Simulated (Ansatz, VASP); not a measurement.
## MgAg2F6 in VASP and in Ansatz

File INCAR:

```
SYSTEM = MgAg2F6
PREC = Accurate
ENCUT = 520
EDIFF = 1E-6
ISMEAR = 0
SIGMA = 0.1
LREAL = .FALSE.
LASPH = .TRUE.
NELM = 150
ALGO = Normal
ISIF = 2
LWAVE = .FALSE.
LCHARG = .FALSE.
ISPIN = 2
MAGMOM = 0 1 1 0 0 0 0 0 0
LORBIT = 11
LMAXMIX = 4
GGA = PE
NBANDS = 47
```

File KPOINTS:

```
Automatic mesh
0
G
  4 4 4
  0 0 0
```

Contents of POSCAR:

```
MgAg2F6
1.0
    0.0000000000      4.0336011100      4.0336011100
    4.0336011100      0.0000000000      4.0336011100
    4.0336011100      4.0336011100      0.0000000000
Mg Ag F
1 2 6
Direct
    0.0000000000      0.0000000000      0.0000000000
    0.2500000000      0.2500000000      0.2500000000
    0.7500000000      0.7500000000      0.7500000000
    0.7751490000      0.2248510000      0.2248510000
    0.2248510000      0.7751490000      0.7751490000
    0.2248510000      0.7751490000      0.2248510000
    0.7751490000      0.2248510000      0.7751490000
    0.2248510000      0.2248510000      0.7751490000
    0.7751490000      0.7751490000      0.2248510000
```

Input for Ansatz:

```yaml
crystal:
  lattice:
    - [0.0, 4.03360111, 4.03360111]
    - [4.03360111, 0.0, 4.03360111]
    - [4.03360111, 4.03360111, 0.0]
  atoms:
    - { symbol: Mg, position: [0.0, 0.0, 0.0] }
    - { symbol: Ag, position: [0.25, 0.25, 0.25], spin: 1.0 }
    - { symbol: Ag, position: [0.75, 0.75, 0.75], spin: 1.0 }
    - { symbol: F, position: [0.775149, 0.224851, 0.224851] }
    - { symbol: F, position: [0.224851, 0.775149, 0.775149] }
    - { symbol: F, position: [0.224851, 0.775149, 0.224851] }
    - { symbol: F, position: [0.775149, 0.224851, 0.775149] }
    - { symbol: F, position: [0.224851, 0.224851, 0.775149] }
    - { symbol: F, position: [0.775149, 0.775149, 0.224851] }
basis:
  ecutwfc: 420
kpoints:
  mp_grid: { grid: [4, 4, 4] }
hamiltonian:
  xc: pbe
scf:
  occupations: { method: gaussian, width: 0.1 }
  lower_state_search: "off"
output:
  forces: true
  stress: true
  eigenvalues: true
  populations: true
magnetization:
  spin_polarized: true
```

Change from the starting cell: species swapped into the Tl2CrF6 type (Fm-3m, No. 225).

Alike in both runs: task single point; functional PBE; k mesh 4 × 4 × 4; occupations gaussian, width 0.1 eV; collinear spin.

|  | VASP | Ansatz |
| --- | --- | --- |
| version | VASP 6.6.1 | Ansatz 0.2.0 |
| potentials or method | VASP PAW PBE potentials, release 64 (Mg, Ag, F), cutoff 520 eV | scalar-relativistic, plane waves, PAW |
| valence electrons in the cell | 66 | 90 |

VASP gave:

```
gap on the k mesh at the Fermi level (eV)                     : none
pressure (GPa)                                                : 3.3
rms of the force components (eV/Å)                            : 1.054
net moment per atom (μB)                                      : 0.22
size of the moment on the site where the two differ most (μB) : 0.27
```

Question: Which values does Ansatz return?

Answer: gap on the k mesh at the Fermi level (eV): none; pressure (GPa): 3.5; rms of the force components (eV/Å): 1.051; net moment per atom (μB): 0.22; size of the moment on the site where the two differ most (μB): 0.28.

Site moments also hang on the region over which each program counts them. Atom by atom the forces differ by 0.003 eV/Å (rms over components). A gap of «none» marks a metal or a gap that the smearing closes. VASP's potentials hold 66 valence electrons a cell and Ansatz's 90, so a difference there can come from the potentials and not from the codes.
